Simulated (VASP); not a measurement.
## Ti: electric field gradients with LDA

Crystal: Ti.

```
CELL_PARAMETERS angstrom
0.00000 2.05671 2.05671
2.05671 0.00000 2.05671
2.05671 2.05671 0.00000
ATOMIC_POSITIONS crystal
Ti 0.00000 0.00000 0.00000
```

This isn't the form of Ti at room conditions, which is hcp.

```
Program                : VASP 6.6.1
Task                   : electric field gradients
Functional             : LDA
Potentials or basis    : VASP PAW LDA potentials, release 64 (Ti_sv)
Cutoff                 : 400 eV
k mesh                 : 15 × 15 × 15
Occupations            : fermi-dirac, width 0.05 eV
Spin                   : no spin polarisation
Dipole correction      : no
Further INCAR settings : ALGO = Normal; EDIFF = 1e-08; NBANDS = 12
```

- Pressure: -9.5 GPa
- Band gap on the k mesh: zero (bands 6 and 7 overlap by 1.12 eV)
- Largest electric field gradient by atom: zero within the noise of the run

Levels at points of the mesh, in eV from the Fermi level:
```tsv
k point	band 4	band 5	band 6	band 7	band 8	band 9
(0.00, 0.00, 0.00)	-32.26	-5.99	0.84	0.84	0.84	2.44
```

It took 20 s on 1 thread of Intel(R) Xeon(R) Platinum 8259CL CPU @ 2.50GHz (Skylake/Cascade Lake), on a shared host, peak memory 0.12 GiB.

Caveat: the cell stands under tension.
